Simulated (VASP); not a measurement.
Runs of VASP 6.6.1 on Mg. The structure is that of space group P6_3/mmc (No. 194), or close to it. The cells are those of the table. 

| cell | k mesh | gap on the mesh (eV) | pressure (GPa) |
| --- | --- | --- | --- |
| a = 3.489, b = 3.489, c = 5.531 Å, angles 90.0, 90.0, 120.0°, 2 atoms | 6 × 6 × 4 | none | -5.4 |
| a = 3.507, b = 3.507, c = 5.559 Å, angles 90.0, 90.0, 120.0°, 2 atoms | 6 × 6 × 4 | none | -5.6 |
| a = 3.489, b = 3.489, c = 5.531 Å, angles 90.0, 90.0, 120.0°, 2 atoms | 15 × 15 × 8 | none | (a) |
| a = 3.507, b = 3.507, c = 5.559 Å, angles 90.0, 90.0, 120.0°, 2 atoms | 15 × 15 × 8 | none | -5.5 |

Alike in all rows: task single point; level PBE; potentials or basis VASP PAW PBE potentials, release 64 (Mg); no spin polarisation; cutoff (eV) 520; smearing gaussian 0.1 eV.

**Question.** Estimate the missing entries.

**Answer.** (a) -5.3.

Caveats: the cell stands under tension.

A gap of «none» marks levels without a gap at the run's occupations.
